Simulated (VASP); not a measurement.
# AlB3P4 (I-42m) in VASP: notebook, part 2 of 2

VASP 6.6.1. Earlier steps stand in the parts before.

## (4) Single point, PBE

The input, INCAR:

```
SYSTEM = AlB3P4
ALGO = Normal
EDIFF = 1E-7
ENCUT = 520
GGA = PE
ISIF = 2
ISMEAR = 0
LASPH = .TRUE.
LCHARG = .FALSE.
LREAL = .FALSE.
LWAVE = .FALSE.
NBANDS = 26
NELM = 60
PREC = Accurate
SIGMA = 0.02
```

The input, KPOINTS:

```
k-points
0
G
  8 8 8
  0 0 0
```

The input, POSCAR:

```
AlB3P4
1.0
   -2.4050635034      2.4050635034      4.7807233450
    2.4050635034     -2.4050635034      4.7807233450
    2.4050635034      2.4050635034     -4.7807233450
Al B P
1 3 4
Direct
    0.5000000000      0.5000000000      0.0000000000
    0.0000000000      0.0000000000      0.0000000000
    0.7500000000      0.2500000000      0.5000000000
    0.2500000000      0.7500000000      0.5000000000
    0.3573149807      0.3573149807      0.4455054595
    0.0881904788      0.6426850193      0.0000000000
    0.9118095212      0.9118095212      0.5544945405
    0.6426850193      0.0881904788      0.0000000000
```

The run is started by

```console
> cat potpaw_PBE.64/Al/POTCAR potpaw_PBE.64/B/POTCAR potpaw_PBE.64/P/POTCAR > POTCAR
> mpirun -np 1 vasp_std > vasp.out
```

It took 5.9 min on 1 thread of Intel Xeon 8259CL, shared host; peak memory 0.38 GiB.

The run converged. Its results:

```
Free energy            : -47.6044 eV
Pressure               : -0.2 GPa
Largest force          : 0.006 eV/Å
Band gap on the k mesh : 0.92 eV (least direct gap 0.94 eV)
```

Forces on the atoms (eV/Å):
```
Al   0.000  0.000  0.000
B    0.000  0.000  0.000
B    0.000  0.000  0.000
B    0.000  0.000  0.000
P    0.003  0.003 -0.005
P   -0.003  0.003  0.005
P   -0.003 -0.003 -0.005
P    0.003 -0.003  0.005
```

Levels at points of the mesh, in eV from the valence-band top:
| k point | band 13 | band 14 | band 15 | band 16 | band 17 | band 18 | band 19 | band 20 |
| --- | --- | --- | --- | --- | --- | --- | --- | --- |
| (0.00, 0.00, 0.00) | -3.63 | -0.29 | 0.00 | 0.00 | 0.94 | 1.14 | 3.15 | 3.15 |
| (0.50, 0.00, 0.00) | -3.40 | -2.38 | -1.86 | -1.56 | 2.99 | 3.15 | 3.65 | 3.86 |
| (0.50, 0.50, 0.00) | -1.91 | -1.76 | -0.92 | -0.90 | 2.31 | 2.98 | 3.15 | 3.82 |
| (0.50, 0.50, 0.50) | -3.23 | -2.85 | -1.67 | -1.67 | 1.33 | 1.45 | 1.45 | 1.46 |

A k mesh can miss the band edges.

## (5) Relaxation of cell and atoms, PBE

This run uses another cell than the first one, of 14.86 Å³/atom.

The input, INCAR:

```
SYSTEM = AlB3P4
ALGO = Normal ; EDIFF = 1E-6
EDIFFG = -0.04 ; ENCUT = 600
GGA = PE ; IBRION = 2
ISIF = 3 ; ISMEAR = 0
LASPH = .True. ; LCHARG = .False.
LREAL = .False. ; LWAVE = .False.
NELM = 80 ; NSW = 90
PREC = Accurate ; SIGMA = 0.1
```

The input, KPOINTS:

```
k-points
0
Gamma
  6 6 6
  0 0 0
```

The input, POSCAR:

```
AlB3P4
1.0
   -2.4587013800      2.4587013800      4.9174027600
    2.4587013800     -2.4587013800      4.9174027600
    2.4587013800      2.4587013800     -4.9174027600
Al B P
1 3 4
Direct
    0.5000000000      0.5000000000      0.0000000000
    0.0000000000      0.0000000000      0.0000000000
    0.7500000000      0.2500000000      0.5000000000
    0.2500000000      0.7500000000      0.5000000000
    0.3750000000      0.3750000000      0.5000000000
    0.1250000000      0.6250000000      0.0000000000
    0.8750000000      0.8750000000      0.5000000000
    0.6250000000      0.1250000000      0.0000000000
```

The run is started by

```console
> cat potpaw_PBE.64/Al/POTCAR potpaw_PBE.64/B/POTCAR potpaw_PBE.64/P/POTCAR > POTCAR
> mpirun -np 1 vasp_std > vasp.out
```

Wall time 7.8 min (1 thread of Intel Xeon 8259CL, shared host); peak memory 0.39 GiB.

It converged, with:

* Free energy: -47.6094 eV
* Relaxed volume: 13.80 Å³/atom
* Relaxed cell: a = 5.869 Å, b = 5.869 Å, c = 5.869 Å, α = 131.69°, β = 131.69°, γ = 70.72°
* Space group after relaxing (to 0.1 Å): I-42m (No. 121)
* Energy gained by relaxing: 248.0 meV/atom
* Ionic steps: 6
* Pressure after relaxing: 0.0 GPa
* Largest force after relaxing: 0.016 eV/Å
* Band gap on the k mesh: 0.95 eV

Forces on the atoms (eV/Å):
```
Al   0.000  0.000  0.000
B    0.000  0.000  0.000
B    0.000  0.000  0.000
B    0.000  0.000  0.000
P    0.005  0.005  0.014
P   -0.005  0.005 -0.014
P   -0.005 -0.005  0.014
P    0.005 -0.005 -0.014
```

Stress tensor (GPa, compression positive):
```
 0.15  0.00  0.00
 0.00  0.15  0.00
 0.00  0.00 -0.28
```

Step by step:
```tsv
step	energy change (eV)	largest force (eV/Å)	pressure (GPa)	volume (Å³)
1	0.0000	4.6812	-2.98	118.91
2	-1.8803	0.7646	-4.39	114.21
3	-1.8905	0.5903	-4.55	114.55
4	-1.9563	0.0648	3.32	107.78
5	-1.9783	0.2329	0.51	109.96
6	-1.9843	0.0159	0.01	110.43
```

Final structure:
```cif
data_structure
_symmetry_space_group_name_H-M 'P 1'
_symmetry_Int_Tables_number 1
_cell_length_a 5.8689
_cell_length_b 5.8689
_cell_length_c 5.8689
_cell_angle_alpha 131.686
_cell_angle_beta 131.686
_cell_angle_gamma 70.725
_cell_volume 110.43
loop_
_atom_site_label
_atom_site_type_symbol
_atom_site_fract_x
_atom_site_fract_y
_atom_site_fract_z
_atom_site_occupancy
Al1 Al 0.50000 0.50000 0.00000 1
B1 B 0.00000 0.00000 0.00000 1
B2 B 0.75000 0.25000 0.50000 1
B3 B 0.25000 0.75000 0.50000 1
P1 P 0.35726 0.35726 0.44547 1
P2 P 0.08821 0.64274 0.00000 1
P3 P 0.91179 0.91179 0.55453 1
P4 P 0.64274 0.08821 0.00000 1
```

Levels at points of the mesh, in eV from the valence-band top:
```tsv
k point	band 14	band 15	band 16	band 17	band 18	band 19
(0.00, 0.00, 0.00)	-0.31	0.00	0.00	0.95	1.14	3.14
(0.50, 0.00, 0.00)	-2.40	-1.88	-1.56	2.98	3.13	3.64
(0.50, 0.50, 0.00)	-1.78	-0.91	-0.90	2.32	3.00	3.15
(0.50, 0.50, 0.50)	-2.87	-1.67	-1.67	1.33	1.43	1.43
```

A k mesh can miss the band edges.

## (6) Relaxation of cell and atoms, PBE

The input, INCAR:

```
ALGO = Normal
EDIFF = 1E-6
EDIFFG = -0.01
ENCUT = 600
GGA = PE
IBRION = 2
ISIF = 3
ISMEAR = 0
LASPH = True
LCHARG = False
LREAL = False
LWAVE = False
NELM = 100
NSW = 100
PREC = Accurate
SIGMA = 0.02
```

The input, KPOINTS:

```
k-points
0
Gamma
  8 8 8
```

The input, POSCAR:

```
AlB3P4
1.0
   -2.4050635034      2.4050635034      4.7807233450
    2.4050635034     -2.4050635034      4.7807233450
    2.4050635034      2.4050635034     -4.7807233450
Al B P
1 3 4
Direct
    0.5000000000      0.5000000000      0.0000000000
    0.0000000000      0.0000000000      0.0000000000
    0.7500000000      0.2500000000      0.5000000000
    0.2500000000      0.7500000000      0.5000000000
    0.3573149807      0.3573149807      0.4455054595
    0.0881904788      0.6426850193      0.0000000000
    0.9118095212      0.9118095212      0.5544945405
    0.6426850193      0.0881904788      0.0000000000
```

Potentials or basis: VASP PAW PBE potentials, release 64 (Al, B, P).

The run is started by

```console
> cat potpaw_PBE.64/Al/POTCAR potpaw_PBE.64/B/POTCAR potpaw_PBE.64/P/POTCAR > POTCAR
> mpirun -np 1 vasp_std > vasp.out
```

Wall time 6.5 min (1 thread of Intel Xeon 8259CL, shared host); peak memory 0.43 GiB.

It converged, with:

| Item | Value |
| --- | --- |
| Free energy | -47.6084 eV |
| Relaxed volume | 13.80 Å³/atom |
| Relaxed cell | a = 5.864 Å, b = 5.864 Å, c = 5.864 Å, α = 131.60°, β = 131.60°, γ = 70.86° |
| Space group after relaxing (to 0.1 Å) | I-42m (No. 121) |
| Energy gained by relaxing | 0.0 meV/atom |
| Ionic steps | 3 |
| Pressure after relaxing | 0.0 GPa |
| Band gap on the k mesh | 0.92 eV (least direct gap 0.94 eV) |

Forces on the atoms (eV/Å):
```
Al   0.000  0.000  0.000
B    0.000  0.000  0.000
B    0.000  0.000  0.000
B    0.000  0.000  0.000
P   -0.001 -0.001  0.002
P    0.001 -0.001 -0.002
P    0.001  0.001  0.002
P   -0.001  0.001 -0.002
```

Step by step:
```
step  energy change (eV)  largest force (eV/Å)  pressure (GPa)  volume (Å³)
   1              0.0000                0.0053           -0.21       110.61
   2             -0.0001                0.0070            0.13       110.32
   3             -0.0001                0.0023            0.01       110.43
```

Final structure:
```yaml
crystal:
  lattice:
    - [-2.40375, 2.40375, 4.77810]
    - [2.40375, -2.40375, 4.77810]
    - [2.40375, 2.40375, -4.77810]
  atoms:
    - { symbol: Al, position: [0.50000, 0.50000, 0.00000] }
    - { symbol: B, position: [0.00000, 0.00000, 0.00000] }
    - { symbol: B, position: [0.75000, 0.25000, 0.50000] }
    - { symbol: B, position: [0.25000, 0.75000, 0.50000] }
    - { symbol: P, position: [0.35732, 0.35732, 0.44554] }
    - { symbol: P, position: [0.08822, 0.64268, 0.00000] }
    - { symbol: P, position: [0.91178, 0.91178, 0.55446] }
    - { symbol: P, position: [0.64268, 0.08822, 0.00000] }
```

Levels at points of the mesh, in eV from the valence-band top:
```csv
k point,band 12,band 13,band 14,band 15,band 16,band 17,band 18,band 19,band 20,band 21
"(0.00, 0.00, 0.00)",-3.63,-3.63,-0.29,0.00,0.00,0.94,1.13,3.16,3.16,3.25
"(0.50, 0.00, 0.00)",-3.76,-3.40,-2.38,-1.87,-1.56,2.99,3.15,3.65,3.86,4.50
"(0.50, 0.50, 0.00)",-2.32,-1.91,-1.76,-0.92,-0.90,2.32,2.99,3.15,3.82,4.16
"(0.50, 0.50, 0.50)",-3.23,-3.23,-2.85,-1.67,-1.67,1.33,1.45,1.45,1.46,1.63
```

## (7) Summary

```tsv
task	cell	k mesh	cutoff (eV)	smearing	gap on the mesh (eV)	pressure (GPa)	relaxed volume (Å³/atom)	largest force (eV/Å)
single point	a = 5.867 Å, angles 131.6, 131.6, 70.9°, 8 atoms, atomic positions A	6 × 6 × 6	520	gaussian 0.1 eV	0.94	-0.2	-	0.01
single point	a = 6.023 Å, angles 131.8, 131.8, 70.5°, 8 atoms, atomic positions B	6 × 6 × 6	520	gaussian 0.1 eV	1.12	-3.0	-	4.68
single point	a = 5.867 Å, angles 131.6, 131.6, 70.9°, 8 atoms, atomic positions A	8 × 8 × 8	520	gaussian 0.02 eV	0.92	-0.2	-	0.01
relaxation of cell and atoms	relaxed from a = 6.023 Å, angles 131.8, 131.8, 70.5°, 8 atoms, atomic positions B	6 × 6 × 6	600	gaussian 0.1 eV	0.95	0.0	13.80	0.02
relaxation of cell and atoms	relaxed from a = 5.867 Å, angles 131.6, 131.6, 70.9°, 8 atoms, atomic positions A	8 × 8 × 8	600	gaussian 0.02 eV	0.92	0.0	13.80	-
```

Alike in all rows: level PBE; potentials or basis VASP PAW PBE potentials, release 64 (Al, B, P); no spin polarisation.

Caveats: forces of over 1 eV/Å act on the atoms, so gaps and moduli don't describe the material at rest (at least some runs).

Total energies depend on the potentials used, so only differences within one code and one set of settings carry meaning.
